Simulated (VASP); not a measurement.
Something may be wrong with this VASP 6.6.1 calculation of MgI2.

The input INCAR:

```
SYSTEM = MgI2
GGA = PE ; ISMEAR = -5
SIGMA = 0.03 ; LWAVE = .False.
LCHARG = .False. ; ISIF = 2
NSW = 30 ; PREC = Accurate
LASPH = .True. ; LREAL = .False.
ALGO = Normal ; EDIFF = 1E-6
NELM = 72 ; GGA_COMPAT = .False.
IBRION = 2 ; EDIFFG = -0.01
NELMIN = 4 ; ENCUT = 260
EFERMI = MIDGAP
```

The input KPOINTS:

```
Automatic mesh
0
Gamma
  1 1 1
  0 0 0
```

The input POSCAR:

```
MgI2
1.0
    4.1400000000      0.0000000000      0.0000000000
   -2.0700000000      3.5853451717      0.0000000000
    0.0000000000      0.0000000000      6.8800000000
I Mg
2 1
Direct
    0.6649020000      0.3371120000      0.7500720000
    0.3468300000      0.6742080000      0.2496070000
   -0.0171920000     -0.0072870000     -0.0045380000
```

Potentials or basis: VASP PAW PBE potentials, release 64 (I, Mg).

Launch:

```bash
$ cat potpaw_PBE.64/I/POTCAR potpaw_PBE.64/Mg/POTCAR > POTCAR
$ mpirun -np 1 vasp_std > vasp.out
```

OUTCAR:

```text
SYSTEM = MgI2
   GGA = PE
   ISMEAR = -5
   ISIF = 2
   NSW = 30
   PREC = Accurate
   LASPH = .True.
   LREAL = .False.
   EDIFF = 1E-6
   NELM = 72
   IBRION = 2
   EDIFFG = -0.01
   NELMIN = 4
   ENCUT = 260
   EFERMI = MIDGAP

|       ---->  I REFUSE TO CONTINUE WITH THIS SICK JOB ... BYE!!! <----       |
|                                                                             |
 -----------------------------------------------------------------------------
```

On the terminal:

```text
POSCAR found type information on POSCAR I Mg
 POSCAR found :  2 types and       3 ions
[... 17 lines left out ...]

1
```

**Question.** How did it end, and where is the flaw?

**Answer.** The program refused the input. The input holds a flaw that was put in on purpose: tetrahedra on too few k points (ISMEAR = -5; KPAR = left out; k = 1 × 1 × 1).
